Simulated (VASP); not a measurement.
# LiBr (Fm-3m) in VASP: a series of runs, part 3 of 3

VASP 6.6.1. Earlier steps stand in the parts before.

## 5. Elastic constants, PBEsol

This run uses another cell than the first one, of 16.46 Å³/atom.

Contents of INCAR:

```
SYSTEM = LiBr
  PREC = Accurate
  ENCUT = 750
  EDIFF = 1E-8
  ISMEAR = 0
  SIGMA = 0.01
  LREAL = .False.
  LASPH = .True.
  NELM = 120
  ALGO = Normal
  ISIF = 3
  LWAVE = .False.
  LCHARG = .False.
  GGA = PS
  NBANDS = 12
  IBRION = 6
  NFREE = 2
  POTIM = 0.015
  NSW = 1
  GGA_COMPAT = .False.
```

Contents of KPOINTS:

```
Automatic mesh
0
Gamma
  8 8 8
  0 0 0
```

Contents of POSCAR:

```
LiBr
1.0
    0.0000000000      2.5439737187      2.5439737187
    2.5439737187      0.0000000000      2.5439737187
    2.5439737187      2.5439737187      0.0000000000
Li Br
1 1
Direct
    0.0000000000      0.0000000000      0.0000000000
    0.5000000000      0.5000000000      0.5000000000
```

Potentials or basis: VASP PAW PBE potentials, release 64 (Li_sv, Br).

Command:

```
cat potpaw_PBE.64/Li_sv/POTCAR potpaw_PBE.64/Br/POTCAR > POTCAR
mpirun -np 1 vasp_std > vasp.out
```

OUTCAR:

```text
SYSTEM = LiBr
   PREC = Accurate
   ENCUT = 750
   EDIFF = 1E-8
   ISMEAR = 0
   LREAL = .False.
   LASPH = .True.
   NELM = 120
   ISIF = 3
   GGA = PS
   IBRION = 6
   NFREE = 2
   POTIM = 0.015
   NSW = 1

 ion  position               nearest neighbor table
   1  0.000  0.000  0.000-   2 2.54   2 2.54   2 2.54   2 2.54   2 2.54   2 2.54
   2  0.500  0.500  0.500-   1 2.54   1 2.54   1 2.54   1 2.54   1 2.54   1 2.54

  LATTYP: Found a face centered cubic cell.
 ALAT       =     5.0879474374

  Lattice vectors:

 A1 = (   0.0000000000,   2.5439737187,   2.5439737187)
 A2 = (   2.5439737187,   0.0000000000,   2.5439737187)
 A3 = (   2.5439737187,   2.5439737187,   0.0000000000)

Analysis of symmetry for initial positions (statically):
=====================================================================
 Subroutine PRICEL returns:
 Original cell was already a primitive cell.

 Routine SETGRP: Setting up the symmetry group for a
 face centered cubic supercell.

 Subroutine GETGRP returns: Found 48 space group operations
 (whereof 48 operations were pure point group operations)
 out of a pool of 48 trial point group operations.

The static configuration has the point symmetry O_h .

Analysis of symmetry for dynamics (positions and initial velocities):
=====================================================================
 Subroutine PRICEL returns:
 Original cell was already a primitive cell.

 Routine SETGRP: Setting up the symmetry group for a
 face centered cubic supercell.

 Subroutine GETGRP returns: Found 48 space group operations
 (whereof 48 operations were pure point group operations)
 out of a pool of 48 trial point group operations.

The dynamic configuration has the point symmetry O_h .

 Subroutine INISYM returns: Found 48 space group operations
 (whereof 48 operations are pure point group operations),
 and found     1 'primitive' translations

----------------------------------------------------------------------------------------

                                     Primitive cell

  volume of cell :      32.9282

  direct lattice vectors                    reciprocal lattice vectors
     0.000000000  2.543973719  2.543973719    -0.196542911  0.196542911  0.196542911
     2.543973719  0.000000000  2.543973719     0.196542911 -0.196542911  0.196542911
     2.543973719  2.543973719  0.000000000     0.196542911  0.196542911 -0.196542911

  length of vectors
     3.597722135  3.597722135  3.597722135     0.340422308  0.340422308  0.340422308

  position of ions in fractional coordinates (direct lattice)
     0.000000000  0.000000000  0.000000000
     0.500000000  0.500000000  0.500000000

[... 306 lines left out ...]

 number of electron      10.0000000 magnetization

 Free energy of the ion-electron system (eV)
  ---------------------------------------------------
  ext. energy  EPLUGINS =         0.00000000
  ---------------------------------------------------
  free energy    TOTEN  =        -6.79272393 eV

  energy without entropy =       -6.79272393  energy(sigma->0) =       -6.79272393

 E-fermi :   2.2076     XC(G=0):  -9.5946

 val. band max:        2.1317440320   @ k =   0.0000   0.0000   0.0000
 cond. band min:       7.6709586390   @ k =   0.5000   0.0000   0.0000
 fundamental gap:      5.5392146071
 Fermi energy:         2.2075880879

 k-point     1 :       0.0000    0.0000    0.0000
  band No.  band energies     occupation
      1     -41.3487      2.00000
      2     -12.3101      2.00000
      3       2.1314      2.00000
      4       2.1317      2.00000
      5       2.1317      2.00000
      6       8.1349      0.00000
      7      12.6301      0.00000
      8      12.6301      0.00000
      9      12.6314      0.00000
     10      15.2594      0.00000
     11      15.2634      0.00000
     12      15.2634      0.00000
[... 331 lines left out ...]
 k-point    24 :      -0.3750    0.2500    0.1250
  band No.  band energies     occupation
      1     -41.3440      2.00000
      2     -11.3016      2.00000
      3      -1.6058      2.00000
      4       0.0889      2.00000
      5       1.1961      2.00000
      6       9.3697      0.00000
      7      10.1858      0.00000
      8      11.7823      0.00000
      9      14.0922      0.00000
     10      16.5467      0.00000
     11      17.5109      0.00000
     12      20.1695      0.00000

 [... further k-points ...]

------------------------ aborting loop because EDIFF is reached ----------------------------------------

  FORCE on cell =-STRESS in cart. coord.  units (eV):
  Direction    XX          YY          ZZ          XY          YZ          ZX
  --------------------------------------------------------------------------------------
  -------------------------------------------------------------------------------------
  Total        1.6442959      1.6405554      1.6405554     -0.0000000     -0.0000000     -0.0000000
  in kB       80.0060265     79.8240277     79.8240277     -0.0000000     -0.0000000     -0.0000000
  external PRESSURE =      79.8846939 kB  Pullay stress =       0.0000000 kB
[... 17 lines left out ...]
  FREE ENERGIE OF THE ION-ELECTRON SYSTEM (eV)
  ---------------------------------------------------
  free  energy   TOTEN  =        -6.7927239269 eV

  energy  without entropy=       -6.7927239269  energy(sigma->0) =       -6.79272393

 INTERNAL STRAIN TENSORS FROM STRAINED CELLS
 ============================================

 INTERNAL STRAIN TENSOR FOR ION    1 for displacements in x,y,z  (eV/Angst):
          X           Y           Z          XY          YZ          ZX
  --------------------------------------------------------------------------------
  x    -0.00000     0.00000    -0.00000     0.00000     0.00000     0.00000
  y    -0.00000    -0.00000    -0.00000    -0.00000     0.00000    -0.00000
  z    -0.00000     0.00000     0.00000     0.00000    -0.00000     0.00000

 INTERNAL STRAIN TENSORS FROM DISPLACED ATOMS
 ============================================

 INTERNAL STRAIN TENSOR FOR ION    1 for displacements in x,y,z  (eV/Angst):
          X           Y           Z          XY          YZ          ZX
  --------------------------------------------------------------------------------
  x     0.00000     0.00000     0.00000     0.00000     0.00000     0.00000
  y     0.00000     0.00000     0.00000     0.00000     0.00000     0.00000
  z     0.00000     0.00000     0.00000     0.00000     0.00000     0.00000

 INTERNAL STRAIN TENSOR FOR ION    2 for displacements in x,y,z  (eV/Angst):
          X           Y           Z          XY          YZ          ZX
  --------------------------------------------------------------------------------
  x     0.00000     0.00000     0.00000     0.00000     0.00000     0.00000
  y     0.00000     0.00000     0.00000     0.00000     0.00000     0.00000
  z     0.00000     0.00000     0.00000     0.00000     0.00000     0.00000

 Eigenvectors and eigenvalues of the dynamical matrix
 ----------------------------------------------------

   1 f  =    8.734938 THz    54.883237 2PiTHz  291.366183 cm-1    36.124786 meV
             X         Y         Z           dx          dy          dz
      0.000000  0.000000  0.000000     0.000000    0.958936    0.000000
      2.543974  2.543974  2.543974     0.000000   -0.283622    0.000000
[... 21 lines left out ...]
   6 f/i=    0.003422 THz     0.021503 2PiTHz    0.114156 cm-1     0.014154 meV
             X         Y         Z           dx          dy          dz
      0.000000  0.000000  0.000000     0.000000    0.000000   -0.283622
      2.543974  2.543974  2.543974     0.000000    0.000000   -0.958936

--------------------------------------------------------------------------------------------------------

 ELASTIC MODULI CONTR FROM IONIC RELAXATION (kBar)
 Direction    XX          YY          ZZ          XY          YZ          ZX
 --------------------------------------------------------------------------------
 XX           0.0000      0.0000      0.0000      0.0000      0.0000      0.0000
 YY           0.0000      0.0000      0.0000      0.0000      0.0000      0.0000
 ZZ           0.0000      0.0000      0.0000      0.0000      0.0000      0.0000
 XY           0.0000      0.0000      0.0000      0.0000      0.0000      0.0000
 YZ           0.0000      0.0000      0.0000      0.0000      0.0000      0.0000
 ZX           0.0000      0.0000      0.0000      0.0000      0.0000      0.0000
 --------------------------------------------------------------------------------

 TOTAL ELASTIC MODULI (kBar)
 Direction    XX          YY          ZZ          XY          YZ          ZX
 --------------------------------------------------------------------------------
 XX        1146.5959    229.3071    229.3071      0.0000      0.0000     -0.0000
 YY         229.3071   1146.5959    229.3071      0.0000      0.0000      0.0000
 ZZ         229.3071    229.3071   1146.5959      0.0000      0.0000      0.0000
 XY           0.0000      0.0000      0.0000    291.1504      0.0000      0.0000
 YZ           0.0000      0.0000      0.0000      0.0000    291.1504      0.0000
 ZX          -0.0000      0.0000      0.0000      0.0000      0.0000    291.1504
 --------------------------------------------------------------------------------
```

stdout:

```text
POSCAR found type information on POSCAR LiBr
 POSCAR found :  2 types and       2 ions
 scaLAPACK will be used
 -----------------------------------------------------------------------------
|                                                                             |
|                                                                             |
|     You enforced a specific xc type in the INCAR file but a different       |
|     I HOPE YOU KNOW WHAT YOU ARE DOING!                                     |
|                                                                             |
[... 33 lines left out ...]
 Finite differences progress:
 bond charge predicted
 Finite differences progress:
 bond charge predicted
 Finite differences progress:
 bond charge predicted
 Finite differences progress:
 bond charge predicted
 Finite differences progress:
 bond charge predicted
 Finite differences progress:
```

Run time: 4 min. Hardware: 1 thread of Intel Xeon Platinum 8559C (Emerald Rapids), shared host; peak memory 0.31 GiB.

What came out:

```
Elastic constants C11, C12, C44                         : 115, 23, 29 GPa
Voigt bulk modulus                                      : 54 GPa
Highest phonon frequency at Γ, LO-TO splitting left out : 291 cm⁻¹
```

Phonon frequencies in cm⁻¹ (negative: imaginary):
| q point | frequencies |
| --- | --- |
| (0.000, 0.000, 0.000) | 0 0 0 291 291 291 |

Elastic tensor in Voigt notation (GPa, in the Cartesian axes of the cell as first typed):
```
115  23  23   0   0   0
 23 115  23   0   0   0
 23  23 115   0   0   0
  0   0   0  29   0   0
  0   0   0   0  29   0
  0   0   0   0   0  29
```

Clamped-ion elastic tensor (GPa):
```
115  23  23   0   0   0
 23 115  23   0   0   0
 23  23 115   0   0   0
  0   0   0  29   0   0
  0   0   0   0  29   0
  0   0   0   0   0  29
```

Caveat: the cell is under stress, which shifts elastic constants; the PAW data sets were made with another functional, which shifts forces and pressure a little.

## 6. Elastic constants, PBEsol

This run uses another cell than the first one, of 18.17 Å³/atom.

Contents of INCAR:

```
SYSTEM = LiBr
PREC = Accurate
ENCUT = 750
EDIFF = 1E-8
ISMEAR = 0
SIGMA = 0.01
LREAL = .FALSE.
LASPH = .TRUE.
NELM = 120
ALGO = Normal
ISIF = 3
LWAVE = .FALSE.
LCHARG = .TRUE.
GGA = PS
NBANDS = 12
IBRION = 6
NFREE = 2
POTIM = 0.015
NSW = 1
GGA_COMPAT = .FALSE.
```

Contents of KPOINTS:

```
Automatic mesh
0
G
  8 8 8
  0 0 0
```

Contents of POSCAR:

```
LiBr
1.0
    0.0000000000      2.6289389158      2.6289389158
    2.6289389158      0.0000000000      2.6289389158
    2.6289389158      2.6289389158      0.0000000000
Li Br
1 1
Direct
    0.0000000000      0.0000000000      0.0000000000
    0.5000000000      0.5000000000      0.5000000000
```

Potentials or basis: VASP PAW PBE potentials, release 64 (Li_sv, Br).

Command:

```
cat potpaw_PBE.64/Li_sv/POTCAR potpaw_PBE.64/Br/POTCAR > POTCAR
mpirun -np 1 vasp_std > vasp.out
```

OUTCAR:

```text
SYSTEM = LiBr
   PREC = Accurate
   ENCUT = 750
   EDIFF = 1E-8
   ISMEAR = 0
   LREAL = .FALSE.
   LASPH = .TRUE.
   NELM = 120
   ISIF = 3
   GGA = PS
   IBRION = 6
   NFREE = 2
   POTIM = 0.015
   NSW = 1

 ion  position               nearest neighbor table
   1  0.000  0.000  0.000-   2 2.63   2 2.63   2 2.63   2 2.63   2 2.63   2 2.63
[... 1183 lines left out ...]
      0.000000  0.000000  0.000000    -0.958719    0.000000    0.000000
      2.628939  2.628939  2.628939     0.284355    0.000000    0.000000
[... 21 lines left out ...]
   6 f/i=    0.002583 THz     0.016227 2PiTHz    0.086145 cm-1     0.010681 meV
             X         Y         Z           dx          dy          dz
      0.000000  0.000000  0.000000     0.000000   -0.155279   -0.238215
      2.628939  2.628939  2.628939     0.000000   -0.523533   -0.803154

--------------------------------------------------------------------------------------------------------

 ELASTIC MODULI CONTR FROM IONIC RELAXATION (kBar)
 Direction    XX          YY          ZZ          XY          YZ          ZX
 --------------------------------------------------------------------------------
 XX           0.0000      0.0000      0.0000      0.0000      0.0000      0.0000
 YY           0.0000      0.0000      0.0000      0.0000      0.0000      0.0000
 ZZ           0.0000      0.0000      0.0000      0.0000      0.0000      0.0000
 XY           0.0000      0.0000      0.0000      0.0000      0.0000      0.0000
 YZ           0.0000      0.0000      0.0000      0.0000      0.0000      0.0000
 ZX           0.0000      0.0000      0.0000      0.0000      0.0000      0.0000
 --------------------------------------------------------------------------------

 TOTAL ELASTIC MODULI (kBar)
 Direction    XX          YY          ZZ          XY          YZ          ZX
 --------------------------------------------------------------------------------
 XX         775.6837    195.0993    195.0993      0.0000      0.0000      0.0000
 YY         195.0993    775.6837    195.0993     -0.0000      0.0000      0.0000
 ZZ         195.0993    195.0993    775.6837      0.0000      0.0000      0.0000
 XY           0.0000     -0.0000      0.0000    236.9370      0.0000     -0.0000
 YZ           0.0000      0.0000      0.0000      0.0000    236.9370      0.0000
 ZX           0.0000      0.0000      0.0000     -0.0000      0.0000    236.9370
 --------------------------------------------------------------------------------
```

OSZICAR:

```text
N       E                     dE             d eps       ncg     rms          rms(c)
DAV:   1     0.509349547481E+02    0.50935E+02   -0.49122E+03   696   0.990E+02
DAV:   2    -0.365105445060E+01   -0.54586E+02   -0.52606E+02   900   0.157E+02
DAV:   3    -0.683218751857E+01   -0.31811E+01   -0.31689E+01   932   0.392E+01
[... 189 lines left out ...]
DAV:   4    -0.690641171298E+01    0.15543E-04   -0.89822E-05  1624   0.560E-02    0.117E-02
DAV:   5    -0.690641308876E+01   -0.13758E-05   -0.87251E-06  1604   0.199E-02    0.624E-03
DAV:   6    -0.690641311265E+01   -0.23896E-07   -0.10406E-07  1836   0.239E-03    0.396E-03
DAV:   7    -0.690641309761E+01    0.15040E-07   -0.80008E-08  1624   0.208E-03    0.440E-04
DAV:   8    -0.690641309725E+01    0.36903E-09   -0.11286E-08  1360   0.718E-04
  17 F= -.69064131E+01 E0= -.69064131E+01  d E =-.536143E-12
```

It took 6.3 min on 1 thread of Intel Xeon Platinum 8559C (Emerald Rapids), shared host; peak memory 0.34 GiB.

Results:

```
Elastic constants C11, C12, C44                         : 78, 20, 24 GPa
Voigt bulk modulus                                      : 39 GPa
Highest phonon frequency at Γ, LO-TO splitting left out : 231 cm⁻¹
```

Phonon frequencies in cm⁻¹ (negative: imaginary):
```
              q point        frequencies
(0.000, 0.000, 0.000)  0 0 0 231 231 231
```

Elastic tensor in Voigt notation (GPa, in the Cartesian axes of the cell as first typed):
```
78 20 20  0  0  0
20 78 20  0  0  0
20 20 78  0  0  0
 0  0  0 24  0  0
 0  0  0  0 24  0
 0  0  0  0  0 24
```

Clamped-ion elastic tensor (GPa):
```
78 20 20  0  0  0
20 78 20  0  0  0
20 20 78  0  0  0
 0  0  0 24  0  0
 0  0  0  0 24  0
 0  0  0  0  0 24
```

Caveat: the cell is under stress, which shifts elastic constants; the PAW data sets were made with another functional, which shifts forces and pressure a little.
